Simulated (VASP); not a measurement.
Here is a VASP 6.6.1 calculation.

The input INCAR:

```
SYSTEM = Hg
PREC = Accurate ; ENCUT = 520
EDIFF = 1E-6 ; ISMEAR = 0
SIGMA = 0.15 ; LREAL = .FALSE.
LASPH = .TRUE. ; NELM = 60
ALGO = Fast ; ISIF = 2
LWAVE = .FALSE. ; LCHARG = .FALSE.
GGA = PS ; NBANDS = 19
```

KPOINTS

```
regular mesh
0
G
  18 18 10
  0 0 0
```

File POSCAR:

```
Hg
1.0
    3.5593763213      0.0000000000      0.0000000000
   -1.7796881606      3.0825103159      0.0000000000
    0.0000000000      0.0000000000      5.1908311935
Hg
2
Direct
    0.6666666667      0.3333333333      0.7500000000
    0.3333333333      0.6666666667      0.2500000000
```

Potentials or basis: VASP PAW PBE potentials, release 64 (Hg).

The run is started by

```bash
$ cat potpaw_PBE.64/Hg/POTCAR > POTCAR
$ mpirun -np 1 vasp_std > vasp.out
```

**Question.** What does it give for the pressure?

**Answer.** -2.4 GPa.

**Question.** What does it give for the band gap on the k mesh?

**Answer.** Zero (bands 12 and 13 overlap by 0.26 eV).

Stress tensor (GPa, compression positive):
```
-2.46  0.00  0.00
 0.00 -2.46  0.00
 0.00  0.00 -2.33
```

Caveat: the PAW data sets were made with another functional, which shifts forces and pressure a little; spin-orbit coupling is left out, which moves the levels of the heavy elements.
